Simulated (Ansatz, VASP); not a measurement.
## One calculation of SnO, two programs

```xyz
2
Lattice="3.1575 0.0000 0.0000 0.0000 3.1575 0.0000 0.0000 0.0000 3.1575" Properties=species:S:1:pos:R:3 pbc="T T T"
Sn    0.0000    0.0000    0.0000
O     1.5788    1.5788    1.5788
```

Change from the starting cell: species swapped into the GaIr type (Pm-3m, No. 221).

Alike in both runs: task single point; functional PBE; k mesh 6 × 6 × 6; occupations gaussian, width 0.1 eV; no spin polarisation.

|  | VASP | Ansatz |
| --- | --- | --- |
| version | VASP 6.6.1 | Ansatz 0.2.0 |
| potentials or method | VASP PAW PBE potentials, release 64 (Sn_d, O), cutoff 520 eV | scalar-relativistic, plane waves, PAW |
| valence electrons in the cell | 20 | 20 |

```csv
,VASP,Ansatz,Ansatz less VASP
gap on the k mesh at the Fermi level (eV),0.36,0.36,+0.005
least direct gap on the mesh (eV),0.93,0.93,+0.001
pressure (GPa),-2.1,-2.0,+0.09
```

With one functional, cell and mesh, what is left measures potentials, basis and numerics.
